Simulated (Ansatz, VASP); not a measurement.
## Two plane-wave programs on Na

```
CELL_PARAMETERS angstrom
3.50194 0.00000 0.00000
-1.75097 3.03277 0.00000
0.00000 0.00000 5.67314
ATOMIC_POSITIONS crystal
Na 0.33333 0.66667 0.25000
Na 0.66667 0.33333 0.75000
```

Alike in both runs: task relaxation of cell and atoms; functional PBE; k mesh 12 × 12 × 7; occupations fermi-dirac, width 0.08 eV; no spin polarisation.

|  | VASP | Ansatz |
| --- | --- | --- |
| version | VASP 6.6.1 | Ansatz 0.2.0 |
| potentials or method | VASP PAW PBE potentials, release 64 (Na_pv) | PAW with Ansatz's default frozen-core files, scalar-relativistic |
| plane-wave cutoff (eV) | 600 | 420 |
| valence electrons in the cell | 14 | 18 |

VASP gave:

- relaxed volume (Å³/atom): 37.17
- relaxed cell length with the largest relative difference (Å): 3.754

Problem. Which values does Ansatz return?

Solution. Relaxed volume (Å³/atom): 37.06; relaxed cell length with the largest relative difference (Å): 3.749.

VASP's potentials hold 14 valence electrons a cell and Ansatz's 18, so a difference there can come from the potentials and not from the codes.

Noted on VASP's run: the volume moved by over 15 % at a fixed basis, so the end points are rough.
